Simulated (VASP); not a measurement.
# Cr: single point with r2SCAN

Crystal: Cr.

```
CELL_PARAMETERS angstrom
2.45670 0.00000 0.00000
-1.22835 2.12756 0.00000
0.00000 0.00000 4.47174
ATOMIC_POSITIONS crystal
Cr 0.33333 0.66667 0.25000
Cr 0.66667 0.33333 0.75000
```

```yaml
Program: VASP 6.6.1
Task: single point
Functional: r2SCAN
Potentials_or_basis: VASP PAW PBE potentials, release 64 (Cr_pv)
Cutoff: 520 eV
k_mesh: 16 × 16 × 8
Occupations: fermi-dirac, width 0.05 eV
Spin: collinear spin, ferromagnetic start
Starting_moments: "[1.5, 1.5] μB"
```

| Quantity | Value |
| --- | --- |
| Pressure | 0.8 GPa |
| Band gap on the k mesh | zero (filled and empty bands overlap) |
| Net moment | 0.00 μB per cell |
| Valence electrons inside the program's atomic spheres | Cr 11.30 |

Stress tensor (GPa, compression positive):
```
0.76 0.00 0.00
0.00 0.76 0.00
0.00 0.00 0.97
```

Levels at points of the mesh, in eV from the Fermi level:
Spin up:
```csv
k point,band 9,band 10,band 11,band 12,band 13,band 14,band 15,band 16
"(0.00, 0.00, 0.00)",-1.57,-0.71,-0.39,-0.39,-0.06,-0.06,1.34,1.34
"(0.50, 0.00, 0.00)",-3.63,-1.03,-0.75,-0.48,0.05,2.50,3.03,3.14
"(0.00, 0.00, 0.50)",-1.98,-1.98,-0.34,-0.34,-0.34,-0.34,2.03,2.03
"(0.50, 0.00, 0.50)",-2.74,-2.74,1.15,1.15,1.21,1.21,3.09,3.09
```
Spin down:
```
           k point  band 10  band 11  band 12  band 13  band 14  band 15
(0.00, 0.00, 0.00)    -0.71    -0.39    -0.39    -0.06    -0.06     1.34
(0.50, 0.00, 0.00)    -1.03    -0.75    -0.48     0.05     2.50     3.03
(0.00, 0.00, 0.50)    -1.98    -0.34    -0.34    -0.34    -0.34     2.03
(0.50, 0.00, 0.50)    -2.74     1.15     1.15     1.21     1.21     3.09
```

Run time: 8.9 min on 1 thread of AMD EPYC 7R13 Processor (Zen 3) (shared host), peak memory 0.2 GiB.

Caveat: the starting moments collapsed, and a magnetic state may lie lower; the PAW data sets were made with another functional, which shifts forces and pressure a little.
